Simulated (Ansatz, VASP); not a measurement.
Cu in VASP and in Ansatz

INCAR

```
SYSTEM = Cu
PREC     = Accurate       ! precision mode
ENCUT    = 520            ! plane-wave cutoff, eV
EDIFF    = 1E-6           ! SCF threshold, eV
ISMEAR   = -1             ! smearing method
SIGMA    = 0.08           ! smearing width, eV
LREAL    = .False.        ! projectors in reciprocal space
LASPH    = .True.         ! aspherical terms in the spheres
NELM     = 60             ! most SCF steps
ALGO     = Normal         ! electronic algorithm
ISIF     = 2              ! what is computed and relaxed
LWAVE    = .False.        ! write WAVECAR
LCHARG   = .False.        ! write CHGCAR
GGA      = CA             ! functional
NBANDS   = 12             ! bands
```

File KPOINTS:

```
regular mesh
0
Gamma
  19 19 19
  0 0 0
```

Contents of POSCAR:

```
Cu
1.0
    0.0000000000      1.8312856224      1.8312856224
    1.8312856224      0.0000000000      1.8312856224
    1.8312856224      1.8312856224      0.0000000000
Cu
1
Direct
    0.0000000000      0.0000000000      0.0000000000
```

Input for Ansatz:

```yaml
crystal:
  lattice:
    - [0.0, 1.8312856224, 1.8312856224]
    - [1.8312856224, 0.0, 1.8312856224]
    - [1.8312856224, 1.8312856224, 0.0]
  atoms:
    - { symbol: Cu, position: [0.0, 0.0, 0.0] }
kpoints:
  mp_grid: { grid: [19, 19, 19] }
scf:
  occupations: { method: fermi_dirac, width: 0.08 }
hamiltonian:
  xc: lda
  pseudopotentials: { kind: all_electron, lapw: { basis_error: 0.00025 } }
output:
  forces: true
  stress: true
  eigenvalues: true
```

Change from the starting cell: functional lda, volume scaled by 1.04.

Alike in both runs: task single point; functional LDA; k mesh 19 × 19 × 19; occupations fermi-dirac, width 0.08 eV; no spin polarisation.

```csv
,VASP,Ansatz
version,VASP 6.6.1,Ansatz 0.2.0
potentials or method,"VASP PAW LDA potentials, release 64 (Cu), cutoff 520 eV","all-electron LAPW, scalar-relativistic"
```

```tsv
	VASP	Ansatz	Ansatz less VASP
pressure (GPa)	-16.1	-16.9	-0.82
```

LDA's correlation is that of Perdew and Zunger in VASP and of Perdew and Wang (1992) in Ansatz. Ansatz ran all-electron here, and VASP with PAW potentials.
